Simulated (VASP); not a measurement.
# Sb (Im-3m) in VASP: further runs

The runs below take Sb through single point, with PBE.

All numbers are computed with VASP 6.6.1; they aren't measurements. Logs are shortened: lines on timing, memory, paths and dates and some standing lists are left out, and cuts for length are marked.

### Step 1. The cell of the first run

It takes space group Im-3m (No. 229, cubic). The conventional cell has a = 3.891 Å, b = 3.891 Å, c = 3.891 Å, α = 90.00°, β = 90.00°, γ = 90.00°. Sb (site symmetry m-3m) has 14 Sb at 3.37 to 3.89 Å within 4.4 Å.

### Step 2. Single point, PBE (volume scaled by 1.08)

INCAR

```
SYSTEM = Sb
ALGO     = Normal         ! electronic algorithm
EDIFF    = 1E-7           ! SCF threshold, eV
ENCUT    = 520            ! plane-wave cutoff, eV
GGA      = PE             ! functional
ISIF     = 2              ! what is computed and relaxed
ISMEAR   = -1             ! smearing method
LASPH    = .True.         ! aspherical terms in the spheres
LCHARG   = .False.        ! write CHGCAR
LREAL    = .False.        ! projectors in reciprocal space
LWAVE    = .False.        ! write WAVECAR
NBANDS   = 8              ! bands
NELM     = 100            ! most SCF steps
PREC     = Accurate       ! precision mode
SIGMA    = 0.1            ! smearing width, eV
```

KPOINTS

```
k-points
0
Gamma
  13 13 13
  0 0 0
```

POSCAR

```
Sb
1.0
   -1.9455394248      1.9455394248      1.9455394248
    1.9455394248     -1.9455394248      1.9455394248
    1.9455394248      1.9455394248     -1.9455394248
Sb
1
Direct
    0.0000000000      0.0000000000      0.0000000000
```

Potentials or basis: VASP PAW PBE potentials, release 64 (Sb).

Launch:

```
$ cat potpaw_PBE.64/Sb/POTCAR > POTCAR
$ mpirun -np 1 vasp_std > vasp.out
```

OUTCAR:

```text
SYSTEM = Sb
   EDIFF = 1E-7
   ENCUT = 520
   GGA = PE
   ISIF = 2
   ISMEAR = -1
   LASPH = .True.
   LREAL = .False.
   NELM = 100
   PREC = Accurate

 ion  position               nearest neighbor table
   1  0.000  0.000  0.000-

  LATTYP: Found a body centered cubic cell.
 ALAT       =     3.8910788496

  Lattice vectors:

 A1 = (  -1.9455394248,   1.9455394248,   1.9455394248)
 A2 = (   1.9455394248,  -1.9455394248,   1.9455394248)
 A3 = (   1.9455394248,   1.9455394248,  -1.9455394248)

Analysis of symmetry for initial positions (statically):
=====================================================================
 Subroutine PRICEL returns:
 Original cell was already a primitive cell.

 Routine SETGRP: Setting up the symmetry group for a
 body centered cubic supercell.

 Subroutine GETGRP returns: Found 48 space group operations
 (whereof 48 operations were pure point group operations)
 out of a pool of 48 trial point group operations.

The static configuration has the point symmetry O_h .

Analysis of symmetry for dynamics (positions and initial velocities):
=====================================================================
 Subroutine PRICEL returns:
 Original cell was already a primitive cell.

 Routine SETGRP: Setting up the symmetry group for a
 body centered cubic supercell.

 Subroutine GETGRP returns: Found 48 space group operations
 (whereof 48 operations were pure point group operations)
 out of a pool of 48 trial point group operations.

The dynamic configuration has the point symmetry O_h .

 Subroutine INISYM returns: Found 48 space group operations
 (whereof 48 operations are pure point group operations),
 and found     1 'primitive' translations

----------------------------------------------------------------------------------------

                                     Primitive cell

  volume of cell :      29.4564

  direct lattice vectors                    reciprocal lattice vectors
    -1.945539425  1.945539425  1.945539425     0.000000000  0.256998133  0.256998133
     1.945539425 -1.945539425  1.945539425     0.256998133  0.000000000  0.256998133
     1.945539425  1.945539425 -1.945539425     0.256998133  0.256998133  0.000000000

  length of vectors
     3.369773132  3.369773132  3.369773132     0.363450245  0.363450245  0.363450245

  position of ions in fractional coordinates (direct lattice)
     0.000000000  0.000000000  0.000000000

  ion indices of the primitive-cell ions
   primitive index   ion index
                 1           1

[... 69 lines left out ...]
   ENCUT  =  520.0 eV  38.22 Ry    6.18 a.u.   6.27  6.27  6.27*2*pi/ulx,y,z
   NELM   =    100;   NELMIN=  2; NELMDL= -5     # of ELM steps
   EDIFF  = 0.1E-06   stopping-criterion for ELM
   LREAL  =      F    real-space projection
   EDIFFG = 0.1E-05   stopping-criterion for IOM
   NSW    =      0    number of steps for IOM
   IBRION =     -1    ionic relax: 0-MD 1-quasi-New 2-CG
   NFREE  =      0    steps in history (QN), initial steepest desc. (CG)
   ISIF   =      2    stress and relaxation
   ISYM   =      2    0-nonsym 1-usesym 2-fastsym
   POTIM  = 0.5000    time-step for ionic-motion
   TEBEG  =    0.0;   TEEND  =   0.0 temperature during run
   PSTRESS=    0.0 pullay stress
   NELECT =       5.0000    total number of electrons
   NUPDOWN=      -1.0000    fix difference up-down
   EMIN   =  10.00;   EMAX   =-10.00  energy-range for DOS
   EFERMI =   0.00;   METHOD = LEGACY
   ISMEAR =    -1;   SIGMA  =   0.10  broadening in eV -4-tet -1-fermi 0-gaus
   EFERMI_NEDOS =   21; number of points for ismear=-14 and -15
   IALGO  =     38    algorithm
   IMIX   =      4    mixing-type and parameters
     AMIX     =   0.40;   BMIX     =  1.00
     AMIX_MAG =   1.60;   BMIX_MAG =  1.00
  volume/ion in A,a.u.               =      29.46       198.78
  Fermi-wavevector in a.u.,A,eV,Ry     =   0.906438  1.712920 11.178954  0.821630
  Thomas-Fermi vector in A             =   2.030126
   LORBIT       =      0    0 simple, 1 ext, 2 COOP (PROOUT), +10 PAW based schemes
   GGA     = PE    functional components
   LHFCALC =     F    Hartree Fock is set to
   AEXX    =    0.0000 exact exchange contribution
   IVDW    =     0    specifies the selected vdW correction
   LEPSILON=     F    determine dielectric tensor
   LRPA    =     F    only Hartree local field effects (RPA)
 non-spin polarized calculation
  energy-cutoff  :      520.00
  volume of cell :       29.46
 maximum number of plane-waves:       806
 NGX is ok and might be reduce to    28
   NGX = 13   NGY = 13   NGZ = 13

 number of electron       5.0000000 magnetization

 Free energy of the ion-electron system (eV)
  ---------------------------------------------------
  ext. energy  EPLUGINS =         0.00000000
  ---------------------------------------------------
  free energy    TOTEN  =        -3.88836689 eV

  energy without entropy =       -3.86274187  energy(sigma->0) =       -3.87555438

 E-fermi :   7.2749     XC(G=0):  -9.8409

 val. band max:        7.2549133016   @ k =  -0.4615  -0.4615   0.3077
 cond. band min:       7.2989177228   @ k =  -0.2308   0.3846   0.0769
 fundamental gap:      0.0440044212
 Fermi energy:         7.2749436688

 k-point     1 :       0.0000    0.0000    0.0000
  band No.  band energies     occupation
      1      -4.8537      2.00000
      2      12.1405      0.00000
      3      12.1405      0.00000
      4      12.1405      0.00000
      5      17.5328      0.00000
      6      17.5328      0.00000
      7      17.5328      0.00000
      8      18.5620      0.00000
[... 243 lines left out ...]
 k-point    24 :       0.2308    0.0769    0.0769
  band No.  band energies     occupation
      1      -2.8990      2.00000
      2       5.4003      2.00000
      3       8.5641      0.00001
      4       9.8314      0.00000
      5      15.7058      0.00000
      6      16.0943      0.00000
      7      19.2338      0.00000
      8      19.8542      0.00000

 [... further k-points ...]
[... 5 lines left out ...]
  --------------------------------------------------------------------------------------
  -------------------------------------------------------------------------------------
  Total       -0.7372180     -0.7372180     -0.7372180     -0.0000000      0.0000000     -0.0000000
  in kB      -40.0983410    -40.0983410    -40.0983410     -0.0000000      0.0000000     -0.0000000
  external PRESSURE =     -40.0983410 kB  Pullay stress =       0.0000000 kB

 VOLUME and BASIS-vectors are now :
 -----------------------------------------------------------------------------
  energy-cutoff  :      520.00
  volume of cell :       29.46
      direct lattice vectors                 reciprocal lattice vectors
    -1.945539425  1.945539425  1.945539425     0.000000000  0.256998133  0.256998133
     1.945539425 -1.945539425  1.945539425     0.256998133  0.000000000  0.256998133
     1.945539425  1.945539425 -1.945539425     0.256998133  0.256998133  0.000000000

 POSITION                                       TOTAL-FORCE (eV/Angst)
 -----------------------------------------------------------------------------------
      0.00000      0.00000      0.00000        -0.000000     -0.000000      0.000000
 -----------------------------------------------------------------------------------
    total drift:                                0.000000      0.000000      0.000000

  FREE ENERGIE OF THE ION-ELECTRON SYSTEM (eV)
  ---------------------------------------------------
  free  energy   TOTEN  =        -3.8883668917 eV

  energy  without entropy=       -3.8627418749  energy(sigma->0) =       -3.87555438
```

OSZICAR:

```text
N       E                     dE             d eps       ncg     rms          rms(c)
DAV:   1     0.417103990084E+01    0.41710E+01   -0.16082E+03  1352   0.404E+02
DAV:   2    -0.380519806731E+01   -0.79762E+01   -0.76785E+01  1928   0.500E+01
DAV:   3    -0.389166458804E+01   -0.86467E-01   -0.86311E-01  1656   0.588E+00
DAV:   4    -0.389190606098E+01   -0.24147E-03   -0.24147E-03  2080   0.380E-01
DAV:   5    -0.389190669254E+01   -0.63157E-06   -0.63186E-06  1736   0.125E-02    0.148E+00
DAV:   6    -0.388936595300E+01    0.25407E-02   -0.28497E-03  1616   0.274E-01    0.831E-01
DAV:   7    -0.388832607652E+01    0.10399E-02   -0.58863E-03  1592   0.394E-01    0.711E-02
DAV:   8    -0.388836774415E+01   -0.41668E-04   -0.99376E-05  1704   0.729E-02    0.494E-03
DAV:   9    -0.388836767963E+01    0.64517E-07   -0.12620E-06  2000   0.792E-03    0.175E-03
DAV:  10    -0.388836697274E+01    0.70689E-06   -0.11847E-07  1816   0.194E-03    0.106E-03
DAV:  11    -0.388836685530E+01    0.11743E-06   -0.15569E-09  1144   0.334E-04    0.481E-05
DAV:  12    -0.388836689167E+01   -0.36371E-07   -0.18361E-10   880   0.871E-05
   1 F= -.38883669E+01 E0= -.38755544E+01  d E =-.256250E-01
```

stdout:

```text
POSCAR found type information on POSCAR Sb
 POSCAR found :  1 types and       1 ions
 scaLAPACK will be used
 LDA part: xc-table for (Slater+PW92), standard interpolation
 POSCAR, INCAR and KPOINTS ok, starting setup
 FFT: planning ... GRIDC
 FFT: planning ... GRID_SOFT
 FFT: planning ... GRID
 WAVECAR not read
 entering main loop
```

Run time: 8.7 s. Hardware: 1 thread of Intel Xeon 6975P-C (Granite Rapids), shared host; peak memory 0.16 GiB.

Results:

```
Free energy : -3.8884 eV
Pressure    : -4.0 GPa
```

Levels at points of the mesh, in eV from the Fermi level:
| k point | band 1 | band 2 | band 3 | band 4 | band 5 | band 6 | band 7 |
| --- | --- | --- | --- | --- | --- | --- | --- |
| (0.00, 0.00, 0.00) | -12.13 | 4.87 | 4.87 | 4.87 | 10.26 | 10.26 | 10.26 |

Caveat: spin-orbit coupling is left out, which moves the levels of the heavy elements.

[end of part 1 of 2]
